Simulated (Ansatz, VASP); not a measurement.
## One calculation of InP3, two programs

```
CELL_PARAMETERS angstrom
3.71499 2.14485 3.08261
-3.71499 2.14485 3.08261
0.00000 -4.28970 3.08261
ATOMIC_POSITIONS crystal
In 0.27328 0.27328 0.27328
In 0.72672 0.72672 0.72672
P 0.79471 0.24119 0.79471
P 0.79471 0.79471 0.24119
P 0.24119 0.79471 0.79471
P 0.20529 0.75881 0.20529
P 0.75881 0.20529 0.20529
P 0.20529 0.20529 0.75881
```

Change from the starting cell: strain -0.0600 x Voigt [0, 0, 1, 0, 0, 0], atoms carried along.

Alike in both runs: task single point; functional PBEsol; k mesh 6 × 6 × 6; occupations gaussian, width 0.15 eV; no spin polarisation.

```csv
,VASP,Ansatz
version,VASP 6.6.1,Ansatz 0.2.0
potentials or method,"VASP PAW PBE potentials, release 64 (In_d, P), cutoff 520 eV","scalar-relativistic, plane waves, PAW"
valence electrons in the cell,56,56
```

```tsv
	VASP	Ansatz	Ansatz less VASP
gap on the k mesh at the Fermi level (eV)	none	none	-
pressure (GPa)	4.9	4.9	0.00
traceless stress, the component that is largest in VASP (GPa)	2.39	2.35	-0.045
rms of the force components (eV/Å)	0.259	0.271	+0.0114
```

VASP's potentials were made for PBE, not for PBEsol. Atom by atom the forces differ by 0.012 eV/Å (rms over components). A gap of «none» marks a metal or a gap that the smearing closes.
